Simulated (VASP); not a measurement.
**ZrS2: single point with PBEsol**

Crystal: ZrS2.

```
Zr S
1.0
     3.69138    0.00000    0.00000
    -1.84569    3.19683    0.00000
     0.00000    0.00000    6.04108
Zr S
1 2
Cartesian
  0.0000 0.0000 0.0000
  1.8457 1.0656 4.6038
  0.0000 2.1312 1.4372
```

```
Program             : VASP 6.6.1
Task                : single point
Functional          : PBEsol
Potentials or basis : VASP PAW PBE potentials, release 64 (Zr_sv, S)
Cutoff              : 500 eV
k mesh              : 6 × 6 × 3
Occupations         : fermi-dirac, width 0.1 eV
Spin                : no spin polarisation
```

```json
{"Pressure": "-2.4 GPa", "Largest force": "0.142 eV/Å", "Band gap on the k mesh": "1.06 eV, indirect (least direct gap 1.58 eV)"}
```

Forces in eV/Å, atoms in the order of the input:
```
Zr   0.000  0.000  0.000
S    0.000  0.000  0.142
S    0.000  0.000 -0.142
```

Stress tensor (GPa, compression positive):
```
-2.98  0.00  0.00
 0.00 -2.98  0.00
 0.00  0.00 -1.32
```

Levels at points of the mesh, in eV from the valence-band top:
| k point | band 10 | band 11 | band 12 | band 13 | band 14 | band 15 |
| --- | --- | --- | --- | --- | --- | --- |
| (0.00, 0.00, 0.00) | -0.03 | -0.03 | 0.00 | 1.58 | 1.58 | 2.42 |
| (0.50, 0.00, 0.00) | -2.34 | -1.63 | -1.12 | 1.18 | 3.25 | 3.51 |

Run time: 22 s on 1 thread of Intel Xeon 6975P-C, with other jobs on the host, peak memory 0.19 GiB.

Caveat: the PAW data sets were made with another functional, which shifts forces and pressure a little; this functional lacks dispersion, which binds the layers, so the pressure and a relaxed spacing across them are unreliable. PBEsol gaps usually lie below the measured ones, often by a third to a half.
